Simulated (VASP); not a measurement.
MgC, 8 atoms in the cell. Symmetry: P6_3/mmc, No. 194, hexagonal system. The conventional cell has a = 3.550 Å, b = 3.550 Å, c = 9.052 Å, α = 90.00°, β = 90.00°, γ = 120.00°. Mg (site symmetry -3m) has 6 C at 2.57 Å and 6 Mg at 3.05 Å within 3.4 Å. Mg (site symmetry -6m2) has 6 C at 2.17 Å within 2.9 Å. Within 1.9 Å of C (site symmetry 3m) lie 1 C at 1.42 Å. 

```yaml
Program: VASP 6.6.1
Task: single point
Functional: PBE
Potentials_or_basis: VASP PAW PBE potentials, release 64 (Mg_sv, C)
Cutoff: 840 eV
k_mesh: 6 × 6 × 2
Occupations: gaussian, width 0.1 eV
Spin: no spin polarisation
Dipole_correction: no
Further_INCAR_settings: ALGO = Normal; EDIFF = 1e-06; NBANDS = 38
```

Potentials or basis: VASP PAW PBE potentials, release 64 (Mg_sv, C).

The run is started by

```sh
$ cat potpaw_PBE.64/Mg_sv/POTCAR potpaw_PBE.64/C/POTCAR > POTCAR
$ mpirun -np 1 vasp_std > vasp.out
```

Hardware: 1 thread of Intel(R) Xeon(R) 6975P-C (Granite Rapids), with other jobs on the host.

Q: Estimate the wall time of this run.

A: It took 60 s on 1 thread of Intel(R) Xeon(R) 6975P-C (Granite Rapids), with other jobs on the host, peak memory 0.36 GiB. Counts: scf iterations 14, k points 14.
